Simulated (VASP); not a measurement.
Input of a VASP 6.6.1 run:

The input INCAR:

```
ALGO = Normal ; EDIFF = 1E-7
EDIFFG = -0.01 ; ENCUT = 600
GGA = PS ; IBRION = 2
ISIF = 3 ; ISMEAR = 0
LASPH = T ; LCHARG = F
LREAL = F ; LWAVE = F
NELM = 100 ; NSW = 80
PREC = Accurate ; PSTRESS = 1844.7
SIGMA = 0.05
```

File KPOINTS:

```
k-points
0
Gamma
  20 20 20
```

The input POSCAR:

```
Bi
1.0
   -1.5995670715      1.5995670715      1.5995670715
    1.5995670715     -1.5995670715      1.5995670715
    1.5995670715      1.5995670715     -1.5995670715
Bi
1
Direct
    0.0000000000      0.0000000000      0.0000000000
```

Potentials or basis: VASP PAW PBE potentials, release 64 (Bi_d).

Command:

```sh
$ cat potpaw_PBE.64/Bi_d/POTCAR > POTCAR
$ mpirun -np 1 vasp_std > vasp.out
```

Question: Predict the relaxed volume.

Answer: 15.57 Å³/atom.

Question: Estimate the relaxed cell.

Answer: a = 2.724 Å, b = 2.724 Å, c = 2.724 Å, α = 109.47°, β = 109.47°, γ = 109.47°.

Question: Predict the space group after relaxing (to 0.05 Å).

Answer: Im-3m (No. 229).

Final structure:
```cif
data_structure
_symmetry_space_group_name_H-M 'P 1'
_symmetry_Int_Tables_number 1
_cell_length_a 2.7244
_cell_length_b 2.7244
_cell_length_c 2.7244
_cell_angle_alpha 109.471
_cell_angle_beta 109.471
_cell_angle_gamma 109.471
_cell_volume 15.57
loop_
_atom_site_label
_atom_site_type_symbol
_atom_site_fract_x
_atom_site_fract_y
_atom_site_fract_z
_atom_site_occupancy
Bi1 Bi 0.00000 0.00000 0.00000 1
```

Caveat: the cell is relaxed towards a set pressure, so the enthalpy falls and the energy may rise; the PAW data sets were made with another functional, which shifts forces and pressure a little.
